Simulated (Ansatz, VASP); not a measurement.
# Two plane-wave programs on Zn

INCAR

```
SYSTEM = Zn
PREC     = Accurate       ! precision mode
ENCUT    = 500            ! plane-wave cutoff, eV
EDIFF    = 1E-6           ! SCF threshold, eV
ISMEAR   = 0              ! smearing method
SIGMA    = 0.15           ! smearing width, eV
LREAL    = .FALSE.        ! projectors in reciprocal space
LASPH    = .TRUE.         ! aspherical terms in the spheres
NELM     = 120            ! most SCF steps
ALGO     = Normal         ! electronic algorithm
ISIF     = 2              ! what is computed and relaxed
LWAVE    = .FALSE.        ! write WAVECAR
LCHARG   = .FALSE.        ! write CHGCAR
GGA      = PE             ! functional
NBANDS   = 19             ! bands
GGA_COMPAT= .FALSE.
```

The input KPOINTS:

```
Automatic mesh
0
G
  24 24 10
  0 0 0
```

The input POSCAR:

```
Zn
1.0
    2.6647980532      0.0099929927      0.0000000000
   -1.3237448411      2.3027863137      0.0000000000
    0.0000000000      0.0000000000      4.9467000000
Zn
2
Direct
    0.3333333333      0.6666666667      0.2500000000
    0.6666666667      0.3333333333      0.7500000000
```

Input for Ansatz:

```yaml
crystal:
  lattice:
    - [2.6647980532, 0.0099929927, 0.0]
    - [-1.3237448411, 2.3027863137, 0.0]
    - [0.0, 0.0, 4.9467]
  atoms:
    - { symbol: Zn, position: [0.3333333333, 0.6666666667, 0.25] }
    - { symbol: Zn, position: [0.6666666667, 0.3333333333, 0.75] }
basis:
  ecutwfc: 420
kpoints:
  mp_grid: { grid: [24, 24, 10] }
hamiltonian:
  xc: pbe
scf:
  occupations: { method: gaussian, width: 0.15 }
output:
  forces: true
  stress: true
  eigenvalues: true
```

Change from the starting cell: strain +0.0075 x Voigt [0, 0, 0, 0, 0, 1], atoms carried along.

Alike in both runs: task single point; functional PBE; k mesh 24 × 24 × 10; occupations gaussian, width 0.15 eV; no spin polarisation.

```csv
,VASP,Ansatz
version,VASP 6.6.1,Ansatz 0.2.0
potentials or method,"VASP PAW PBE potentials, release 64 (Zn), cutoff 500 eV","scalar-relativistic, plane waves, PAW"
valence electrons in the cell,24,24
```

```csv
,VASP,Ansatz,Ansatz less VASP
gap on the k mesh at the Fermi level (eV),none,none,-
pressure (GPa),0.0,-0.3,-0.33
"traceless stress, the component that is largest in VASP (GPa)",1.26,1.41,+0.148
```

A gap of «none» marks a metal or a gap that the smearing closes. The functional is the same, so the differences come from potentials, cutoffs and numerics.
